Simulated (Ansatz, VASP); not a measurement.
Two plane-wave programs on Au

```
Au
1.0
     2.89029    0.00000    0.00000
    -1.44515    2.50307    0.00000
     0.00000    0.00000   27.16179
Au
6
Direct
  0.33333 0.66667 0.27600
  0.66667 0.33333 0.36681
  0.33333 0.66667 0.45555
  0.66667 0.33333 0.54445
  0.33333 0.66667 0.63319
  0.66667 0.33333 0.72400
```

Alike in both runs: functional r2SCAN; k mesh 12 × 12 × 1; occupations gaussian, width 0.1 eV; no spin polarisation.

Ansatz relaxed the structure, and its values are those at the end. VASP's run is a single point on that final structure, the one shown.

|  | VASP | Ansatz |
| --- | --- | --- |
| version | VASP 6.6.1 | Ansatz 0.2.0 |
| potentials or method | VASP PAW PBE potentials, release 64 (Au), cutoff 520 eV | scalar-relativistic, plane waves, PAW |
| valence electrons in the cell | 66 | 114 |

VASP gave:

| Item | Value |
| --- | --- |
| gap on the k mesh at the Fermi level (eV) | none |
| rms of the force components (eV/Å) | 0.006 |

Problem. Which values does Ansatz return?

Solution. gap on the k mesh at the Fermi level (eV): none; rms of the force components (eV/Å): 0.002.

VASP's potentials were made for PBE, not for r2SCAN. A gap of «none» marks a metal or a gap that the smearing closes. VASP's potentials hold 66 valence electrons a cell and Ansatz's 114, so a difference there can come from the potentials and not from the codes.

Spin-orbit coupling is off throughout.
